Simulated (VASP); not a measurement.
# BeS (F-43m) in VASP: a series of runs

The runs below take BeS through single point, relaxation of cell and atoms, with PBE+D3(BJ).

Program: VASP 6.6.1. These are calculated values, not measurements. Logs are shortened: lines on timing, memory, paths and dates and some standing lists are left out, and cuts for length are marked.

### Step 1. The cell of the first run

Symmetry: F-43m, No. 216, cubic system. Conventional cell: a = 4.870 Å, b = 4.870 Å, c = 4.870 Å, α = 90.00°, β = 90.00°, γ = 90.00°. Be (site symmetry -43m) has 4 S at 2.11 Å within 2.8 Å. Within 2.8 Å of S (site symmetry -43m) lie 4 Be at 2.11 Å.

### Step 2. Single point, PBE+D3(BJ)

File INCAR:

```
SYSTEM = BeS
PREC     = Accurate       ! precision mode
ENCUT    = 600            ! plane-wave cutoff, eV
EDIFF    = 1E-6           ! SCF threshold, eV
ISMEAR   = 0              ! smearing method
SIGMA    = 0.1            ! smearing width, eV
LREAL    = .False.        ! projectors in reciprocal space
LASPH    = .True.         ! aspherical terms in the spheres
NELM     = 120            ! most SCF steps
ALGO     = Normal         ! electronic algorithm
ISIF     = 2              ! what is computed and relaxed
LWAVE    = .False.        ! write WAVECAR
LCHARG   = .False.        ! write CHGCAR
GGA      = PE             ! functional
IVDW     = 12             ! dispersion correction
NBANDS   = 11             ! bands
GGA_COMPAT= .False.
```

File KPOINTS:

```
Automatic mesh
0
Gamma
  6 6 6
  0 0 0
```

File POSCAR:

```
BeS
1.0
    0.0000000000      2.4351516500      2.4351516500
    2.4351516500      0.0000000000      2.4351516500
    2.4351516500      2.4351516500      0.0000000000
Be S
1 1
Direct
    0.0000000000      0.0000000000      0.0000000000
    0.2500000000      0.2500000000      0.2500000000
```

Potentials or basis: VASP PAW PBE potentials, release 64 (Be, S).

Launch:

```console
> cat potpaw_PBE.64/Be/POTCAR potpaw_PBE.64/S/POTCAR > POTCAR
> mpirun -np 1 vasp_std > vasp.out
```

OUTCAR:

```text
SYSTEM = BeS
   PREC = Accurate
   ENCUT = 600
   EDIFF = 1E-6
   ISMEAR = 0
   LREAL = .False.
   LASPH = .True.
   NELM = 120
   ISIF = 2
   GGA = PE
   IVDW = 12
 IVDW          = 12

 ion  position               nearest neighbor table
   1  0.000  0.000  0.000-   2 2.11   2 2.11   2 2.11   2 2.11
   2  0.250  0.250  0.250-   1 2.11   1 2.11   1 2.11   1 2.11

  LATTYP: Found a face centered cubic cell.
 ALAT       =     4.8703033000

  Lattice vectors:

 A1 = (   0.0000000000,   2.4351516500,   2.4351516500)
 A2 = (   2.4351516500,   0.0000000000,   2.4351516500)
 A3 = (   2.4351516500,   2.4351516500,   0.0000000000)

Analysis of symmetry for initial positions (statically):
=====================================================================
 Subroutine PRICEL returns:
 Original cell was already a primitive cell.

 Routine SETGRP: Setting up the symmetry group for a
 face centered cubic supercell.

 Subroutine GETGRP returns: Found 24 space group operations
 (whereof 24 operations were pure point group operations)
 out of a pool of 48 trial point group operations.

The static configuration has the point symmetry T_d .

Analysis of symmetry for dynamics (positions and initial velocities):
=====================================================================
 Subroutine PRICEL returns:
 Original cell was already a primitive cell.

 Routine SETGRP: Setting up the symmetry group for a
 face centered cubic supercell.

 Subroutine GETGRP returns: Found 24 space group operations
 (whereof 24 operations were pure point group operations)
 out of a pool of 48 trial point group operations.

The dynamic configuration has the point symmetry T_d .

 Subroutine INISYM returns: Found 24 space group operations
 (whereof 24 operations are pure point group operations),
 and found     1 'primitive' translations

----------------------------------------------------------------------------------------

                                     Primitive cell

  volume of cell :      28.8807

  direct lattice vectors                    reciprocal lattice vectors
     0.000000000  2.435151650  2.435151650    -0.205326021  0.205326021  0.205326021
     2.435151650  0.000000000  2.435151650     0.205326021 -0.205326021  0.205326021
     2.435151650  2.435151650  0.000000000     0.205326021  0.205326021 -0.205326021

  length of vectors
     3.443824490  3.443824490  3.443824490     0.355635101  0.355635101  0.355635101

  position of ions in fractional coordinates (direct lattice)
     0.000000000  0.000000000  0.000000000
     0.250000000  0.250000000  0.250000000

  ion indices of the primitive-cell ions
   primitive index   ion index
                 1           1
                 2           2

----------------------------------------------------------------------------------------

 KPOINTS: Automatic mesh

Automatic generation of k-mesh.
 Grid dimensions read from file:
 generate k-points for:    6    6    6

 Generating k-lattice:

  Cartesian coordinates                     Fractional coordinates (reciprocal lattice)
    -0.034221004  0.034221004  0.034221004     0.166666667  0.000000000  0.000000000
     0.034221004 -0.034221004  0.034221004     0.000000000  0.166666667  0.000000000
     0.034221004  0.034221004 -0.034221004     0.000000000  0.000000000  0.166666667

  Length of vectors
     0.059272517  0.059272517  0.059272517

  Shift w.r.t. Gamma in fractional coordinates (k-lattice)
     0.000000000  0.000000000  0.000000000

 Subroutine IBZKPT returns following result:
 ===========================================

 Found     16 irreducible k-points:

 Following reciprocal coordinates:
            Coordinates               Weight
  0.000000  0.000000  0.000000      1.000000
  0.166667  0.000000  0.000000      8.000000
  0.333333  0.000000  0.000000      8.000000
  0.500000  0.000000  0.000000      4.000000
  0.166667  0.166667  0.000000      6.000000
  0.333333  0.166667  0.000000     24.000000
[... 8 lines left out ...]
 -0.333333  0.333333  0.166667     24.000000
 -0.333333  0.500000  0.166667     12.000000
   k-points           NKPTS =     16   k-points in BZ     NKDIM =     16   number of bands    NBANDS=     11
   number of dos      NEDOS =    301   number of ions     NIONS =      2
   total plane-waves  NPLWV =  21952
   dimension x,y,z NGX =    28 NGY =   28 NGZ =   28
   dimension x,y,z NGXF=    56 NGYF=   56 NGZF=   56
   ions per type =               1   1
   NGX,Y,Z   is equivalent  to a cutoff of  13.52, 13.52, 13.52 a.u.
   NGXF,Y,Z  is equivalent  to a cutoff of  27.03, 27.03, 27.03 a.u.
 SYSTEM =  BeS
   PREC   = accura    normal or accurate (medium, high low for compatibility)
   ISTART =      0    job   : 0-new  1-cont  2-samecut
   ICHARG =      2    charge: 1-file 2-atom 10-const
   ISPIN  =      1    spin polarized calculation?
   LNONCOLLINEAR =      F non collinear calculations
   LSORBIT =      F    spin-orbit coupling
   LASPH  =      T    aspherical Exc in radial PAW
   ENCUT  =  600.0 eV  44.10 Ry    6.64 a.u.   6.88  6.88  6.88*2*pi/ulx,y,z
   NELM   =    120;   NELMIN=  2; NELMDL= -5     # of ELM steps
   EDIFF  = 0.1E-05   stopping-criterion for ELM
   LREAL  =      F    real-space projection
   EDIFFG = 0.1E-04   stopping-criterion for IOM
   NSW    =      0    number of steps for IOM
   IBRION =     -1    ionic relax: 0-MD 1-quasi-New 2-CG
   NFREE  =      0    steps in history (QN), initial steepest desc. (CG)
   ISIF   =      2    stress and relaxation
   ISYM   =      2    0-nonsym 1-usesym 2-fastsym
   POTIM  = 0.5000    time-step for ionic-motion
   TEBEG  =    0.0;   TEEND  =   0.0 temperature during run
   PSTRESS=    0.0 pullay stress
   NELECT =       8.0000    total number of electrons
   NUPDOWN=      -1.0000    fix difference up-down
   EMIN   =  10.00;   EMAX   =-10.00  energy-range for DOS
   EFERMI =   0.00;   METHOD = LEGACY
   ISMEAR =     0;   SIGMA  =   0.10  broadening in eV -4-tet -1-fermi 0-gaus
   EFERMI_NEDOS =   21; number of points for ismear=-14 and -15
   IALGO  =     38    algorithm
   IMIX   =      4    mixing-type and parameters
     AMIX     =   0.40;   BMIX     =  1.00
     AMIX_MAG =   1.60;   BMIX_MAG =  1.00
  volume/ion in A,a.u.               =      14.44        97.45
  Fermi-wavevector in a.u.,A,eV,Ry     =   1.067175  2.016668 15.495153  1.138862
  Thomas-Fermi vector in A             =   2.202783
   LORBIT       =      0    0 simple, 1 ext, 2 COOP (PROOUT), +10 PAW based schemes
   GGA     = PE    functional components
   LHFCALC =     F    Hartree Fock is set to
   AEXX    =    0.0000 exact exchange contribution
   IVDW    =    12    specifies the selected vdW correction
   LEPSILON=     F    determine dielectric tensor
   LRPA    =     F    only Hartree local field effects (RPA)
 non-spin polarized calculation
 Gauss-broadening in eV      SIGMA  =   0.10
  energy-cutoff  :      600.00
  volume of cell :       28.88
 maximum number of plane-waves:       982
   NGX = 13   NGY = 13   NGZ = 13

 number of electron       7.9999999 magnetization

 Free energy of the ion-electron system (eV)
  ---------------------------------------------------
  ext. energy  EPLUGINS =         0.00000000
  ---------------------------------------------------
  free energy    TOTEN  =       -10.01080794 eV

  energy without entropy =      -10.01080794  energy(sigma->0) =      -10.01080794

 E-fermi :   4.5220     XC(G=0):  -9.6782

 val. band max:        4.0475352142   @ k =   0.0000   0.0000   0.0000
 cond. band min:       7.1852186485   @ k =   0.5000   0.5000   0.0000
 fundamental gap:      3.1376834343
 Fermi energy:         4.5220204616

 k-point     1 :       0.0000    0.0000    0.0000
  band No.  band energies     occupation
      1      -9.5614      2.00000
      2       4.0475      2.00000
      3       4.0475      2.00000
      4       4.0475      2.00000
      5       9.7210      0.00000
      6       9.7210      0.00000
      7       9.7210      0.00000
      8       9.8276      0.00000
      9      16.8356      0.00000
     10      16.8356      0.00000
     11      18.8221      0.00000

 k-point     2 :       0.1667    0.0000    0.0000
  band No.  band energies     occupation
      1      -9.2560      2.00000
      2       2.1809      2.00000
      3       3.7276      2.00000
      4       3.7276      2.00000
      5       9.6060      0.00000
      6      10.2781      0.00000
      7      10.2781      0.00000
      8      11.8251      0.00000
      9      15.9255      0.00000
     10      15.9255      0.00000
     11      18.5499      0.00000

 k-point     3 :       0.3333    0.0000    0.0000
  band No.  band energies     occupation
      1      -8.4962      2.00000
      2      -0.4536      2.00000
      3       3.2323      2.00000
      4       3.2323      2.00000
      5       9.5242      0.00000
      6      10.7040      0.00000
      7      10.7040      0.00000
      8      14.3634      0.00000
      9      16.6489      0.00000
     10      16.6489      0.00000
     11      18.2200      0.00000

 k-point     4 :       0.5000    0.0000    0.0000
  band No.  band energies     occupation
      1      -7.9849      2.00000
      2      -1.6600      2.00000
      3       3.0304      2.00000
      4       3.0304      2.00000
      5       9.4805      0.00000
      6      10.6116      0.00000
      7      10.6116      0.00000
      8      15.1955      0.00000
      9      18.9285      0.00000
     10      18.9285      0.00000
     11      19.1263      0.00000
[... 127 lines left out ...]
 k-point    14 :       0.5000    0.3333    0.1667
  band No.  band energies     occupation
      1      -7.9367      2.00000
      2      -0.2828      2.00000
      3       1.1028      2.00000
      4       2.1698      2.00000
      5       9.8041      0.00000
      6      11.0836      0.00000
      7      11.8111      0.00000
      8      14.2861      0.00000
      9      16.6071      0.00000
     10      18.5771      0.00000
     11      20.6222      0.00000

 k-point    15 :      -0.3333    0.3333    0.1667
  band No.  band energies     occupation
      1      -7.5651      2.00000
      2      -0.7490      2.00000
      3       0.6540      2.00000
      4       1.7026      2.00000
      5      10.2280      0.00000
      6      11.0543      0.00000
      7      13.4475      0.00000
      8      14.2810      0.00000
      9      15.2210      0.00000
     10      19.4351      0.00000
     11      20.3020      0.00000

 k-point    16 :      -0.3333    0.5000    0.1667
  band No.  band energies     occupation
      1      -7.4146      2.00000
      2      -0.4941      2.00000
      3       0.6829      2.00000
      4       0.9116      2.00000
      5       9.1979      0.00000
      6      10.7128      0.00000
      7      14.0119      0.00000
      8      14.4738      0.00000
      9      18.4032      0.00000
     10      18.4523      0.00000
     11      20.9568      0.00000

------------------------ aborting loop because EDIFF is reached ----------------------------------------

 Edisp (eV)   -0.59482

 E8    (eV) :    -0.2132

  FORCE on cell =-STRESS in cart. coord.  units (eV):
  Direction    XX          YY          ZZ          XY          YZ          ZX
  --------------------------------------------------------------------------------------
  -------------------------------------------------------------------------------------
  Total      -0.55461    -0.55461    -0.55461    -0.00000     0.00000     0.00000
  in kB     -30.76747   -30.76747   -30.76747    -0.00000     0.00000     0.00000
  external pressure =      -30.77 kB  Pullay stress =        0.00 kB

 VOLUME and BASIS-vectors are now :
 -----------------------------------------------------------------------------
  energy-cutoff  :      600.00
  volume of cell :       28.88
      direct lattice vectors                 reciprocal lattice vectors
     0.000000000  2.435151650  2.435151650    -0.205326021  0.205326021  0.205326021
     2.435151650  0.000000000  2.435151650     0.205326021 -0.205326021  0.205326021
     2.435151650  2.435151650  0.000000000     0.205326021  0.205326021 -0.205326021

 POSITION                                       TOTAL-FORCE (eV/Angst)
 -----------------------------------------------------------------------------------
      0.00000      0.00000      0.00000        -0.000000     -0.000000     -0.000000
      1.21758      1.21758      1.21758         0.000000      0.000000      0.000000
 -----------------------------------------------------------------------------------
    total drift:                               -0.000000     -0.000000      0.000000

  FREE ENERGIE OF THE ION-ELECTRON SYSTEM (eV)
  ---------------------------------------------------
  free  energy   TOTEN  =       -10.6056271658 eV

  energy  without entropy=      -10.6056271658  energy(sigma->0) =      -10.60562717
```

It took 10 s on 1 thread of Intel Xeon 8259CL, shared host; peak memory 0.16 GiB.

What came out:

```
Free energy                : -10.6056 eV
Pressure                   : -3.1 GPa
Band gap on the k mesh     : 3.14 eV (least direct gap 5.67 eV)
Dispersion energy per atom : -0.297 eV
```

Caveat: the cell stands under tension. A k mesh can miss the band edges.

[end of part 1 of 2]
